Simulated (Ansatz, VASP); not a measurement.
# One calculation of Hf, two programs

```
CELL_PARAMETERS angstrom
0.00000 3.34465 3.34465
3.34465 0.00000 3.34465
3.34465 3.34465 0.00000
ATOMIC_POSITIONS crystal
Hf 0.12500 0.12500 0.12500
Hf 0.87500 0.87500 0.87500
```

Alike in both runs: task single point; functional BLYP; k mesh 9 × 9 × 9; occupations fermi-dirac, width 0.1 eV; no spin polarisation.

|  | VASP | Ansatz |
| --- | --- | --- |
| version | VASP 6.6.1 | Ansatz 0.2.0 |
| potentials or method | VASP PAW PBE potentials, release 64 (Hf_pv), cutoff 520 eV | plane waves (420 eV) with PAW, scalar-relativistic |
| valence electrons in the cell | 20 | 52 |

```csv
,VASP,Ansatz,Ansatz less VASP
pressure (GPa),-0.1,0.0,+0.10
```

VASP's potentials were made for PBE, not for BLYP. VASP's potentials hold 20 valence electrons a cell and Ansatz's 52, so a difference there can come from the potentials and not from the codes.

Neither program's run includes spin-orbit coupling.
